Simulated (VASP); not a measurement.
Here is a VASP 6.6.1 calculation.

File INCAR:

```
ALGO = Normal
EDIFF = 1E-6
ENCUT = 520
GGA = PE
ISIF = 2
ISMEAR = 0
ISPIN = 2
LASPH = T
LCHARG = T
LELF = T
LORBIT = 11
LREAL = F
LVHAR = T
LWAVE = F
MAGMOM = 0 0 0 0 1 1 1 1
NBANDS = 45
NELM = 150
PREC = Accurate
SIGMA = 0.1
```

Contents of KPOINTS:

```
k-points
0
Gamma
  4 4 6
```

Contents of POSCAR:

```
MgCd3O4
1.0
    3.3001728000     -4.6678028000      0.0000000000
    3.3001728000      4.6678028000      0.0000000000
    0.0000000000      0.0000000000      3.2862608000
Mg Cd O
1 3 4
Direct
    0.5000000000      0.5000000000      0.5000000000
    0.0000000000      0.5000000000      0.0000000000
    0.0000000000      0.0000000000      0.5000000000
    0.5000000000      0.0000000000      0.0000000000
    0.7316240000      0.7316240000      0.0000000000
    0.7359300000      0.2640700000      0.5000000000
    0.2640700000      0.7359300000      0.5000000000
    0.2683760000      0.2683760000      0.0000000000
```

Potentials or basis: VASP PAW PBE potentials, release 64 (Mg, Cd, O).

Run with:

```sh
$ cat potpaw_PBE.64/Mg/POTCAR potpaw_PBE.64/Cd/POTCAR potpaw_PBE.64/O/POTCAR > POTCAR
$ mpirun -np 1 vasp_std > vasp.out
```

**Question.** Estimate the net moment.

**Answer.** 0.00 μB per cell.

**Question.** Estimate the pressure.

**Answer.** 1.0 GPa.

Stress tensor (GPa, compression positive):
```
1.01 0.00 0.00
0.00 0.93 0.00
0.00 0.00 0.99
```
